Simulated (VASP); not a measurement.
A run of VASP 6.6.1 is set up as follows.

INCAR

```
SYSTEM = Ga2O3
PREC = Accurate
ENCUT = 520
EDIFF = 1E-6
ISMEAR = 0
SIGMA = 0.01
LREAL = .False.
LASPH = .True.
NELM = 100
ALGO = Normal
ISIF = 2
LWAVE = .False.
LCHARG = .True.
GGA = CA
LELF = .True.
LVHAR = .True.
NBANDS = 55
```

File KPOINTS:

```
Automatic mesh
0
Gamma
  8 8 5
  0 0 0
```

Contents of POSCAR:

```
Ga2O3
1.0
    6.1070000000     -1.5185500000      0.0000000000
    6.1070000000      1.5185500000      0.0000000000
   -1.3859888959      0.0000000000      5.6300087380
Ga O
4 6
Direct
    0.0904789481      0.0904789481      0.7949742843
    0.9095210519      0.9095210519      0.2050257157
    0.6584141526      0.6584141526      0.3147812440
    0.3415858474      0.3415858474      0.6852187560
    0.1633238838      0.1633238838      0.1099660618
    0.8366761162      0.8366761162      0.8900339382
    0.1736443907      0.1736443907      0.5638019194
    0.8263556093      0.8263556093      0.4361980806
    0.4959031352      0.4959031352      0.2569343168
    0.5040968648      0.5040968648      0.7430656832
```

Potentials or basis: VASP PAW LDA potentials, release 64 (Ga_d, O).

Run with:

```console
$ cat potpaw_LDA.64/Ga_d/POTCAR potpaw_LDA.64/O/POTCAR > POTCAR
$ mpirun -np 1 vasp_std > vasp.out
```

**Question.** What does it give for the pressure?

**Answer.** -2.1 GPa.

**Question.** Predict the largest force.

**Answer.** 0.067 eV/Å.

Stress tensor (GPa, compression positive):
```
-1.94  0.00  0.15
 0.00 -1.93  0.00
 0.15  0.00 -2.46
```
